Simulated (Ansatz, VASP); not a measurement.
**One calculation of MgSn2N2, two programs**

```xyz
5
Lattice="3.2569 0.0000 0.0000 -1.6285 2.8206 0.0000 0.0000 0.0000 9.1141" Properties=species:S:1:pos:R:3 pbc="T T T"
Mg    0.0000    0.0000    0.0000
Sn    1.6285    0.9402    2.6231
Sn    0.0000    1.8804    6.4909
N     0.0000    1.8804    1.3214
N     1.6285    0.9402    7.7927
```

Alike in both runs: functional PBE; k mesh 12 × 12 × 4; no spin polarisation.

Ansatz relaxed the structure, and its values are those at the end. VASP's run is a single point on that final structure, the one shown.

```csv
,VASP,Ansatz
version,VASP 6.6.1,Ansatz 0.2.0
potentials or method,"VASP PAW PBE potentials, release 64 (Mg, Sn_d, N), cutoff 520 eV","scalar-relativistic, plane waves, PAW"
occupations,"gaussian, width 0.01 eV",fixed
valence electrons in the cell,40,48
```

Ansatz gave:

| Property | Result |
| --- | --- |
| gap on the k mesh at the Fermi level (eV) | 0.89 |
| least direct gap on the mesh (eV) | 1.36 |
| pressure (GPa) | 0.0 |
| rms of the force components (eV/Å) | 0.000 |

Which values does VASP return?

gap on the k mesh at the Fermi level (eV): 0.89; least direct gap on the mesh (eV): 1.34; pressure (GPa): -0.1; rms of the force components (eV/Å): 0.022.

VASP's potentials hold 40 valence electrons a cell and Ansatz's 48, so a difference there can come from the potentials and not from the codes.
